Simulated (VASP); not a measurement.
Wanted: the native input for a VASP 6.6.1 run.

```yaml
Task: single point
Functional: PBE
Potentials_or_basis: VASP PAW PBE potentials, release 64 (Cu, F)
Cutoff: 520 eV
k_mesh: 6 × 6 × 4
Occupations: fermi-dirac, width 0.02 eV
Spin: no spin polarisation
Dipole_correction: no
Further_INCAR_settings: ALGO = Normal; EDIFF = 1e-06; NBANDS = 26
```

The structure of CuF lies in POSCAR:

```
CuF
1.0
    3.5086571400      0.0000000000      0.0000000000
   -1.7543285700      3.0385862164      0.0000000000
    0.0000000000      0.0000000000      5.0825198265
Cu F
2 2
Direct
    0.3333333333      0.6666666667      0.2500000000
    0.6666666667      0.3333333333      0.7500000000
    0.6666666667      0.3333333333      0.2500000000
    0.3333333333      0.6666666667      0.7500000000
```

These files were run (other wordings do the same):

INCAR

```
PREC = Accurate ; ENCUT = 520
EDIFF = 1E-6 ; ISMEAR = -1
SIGMA = 0.02 ; LREAL = F
LASPH = T ; NELM = 100
ALGO = Normal ; ISIF = 2
LWAVE = F ; LCHARG = F
GGA = PE ; NBANDS = 26
```

KPOINTS

```
regular mesh
0
Gamma
  6 6 4
```

Potentials or basis: VASP PAW PBE potentials, release 64 (Cu, F).

Launch:

```bash
$ cat potpaw_PBE.64/Cu/POTCAR potpaw_PBE.64/F/POTCAR > POTCAR
$ mpirun -np 1 vasp_std > vasp.out
```

It gave:

```json
{
  "Pressure": "4.8 GPa",
  "Band gap on the k mesh": "zero (band 18 reaches 3.33 eV, above the bottom of band 19 at 3.29 eV)"
}
```

Caveat: semilocal functionals often make such compounds metallic where correlation or magnetic order opens a gap, which also shifts bond lengths.

Run time: 13 s on 1 thread of Intel(R) Xeon(R) 6975P-C (Granite Rapids) (shared host), peak memory 0.17 GiB.
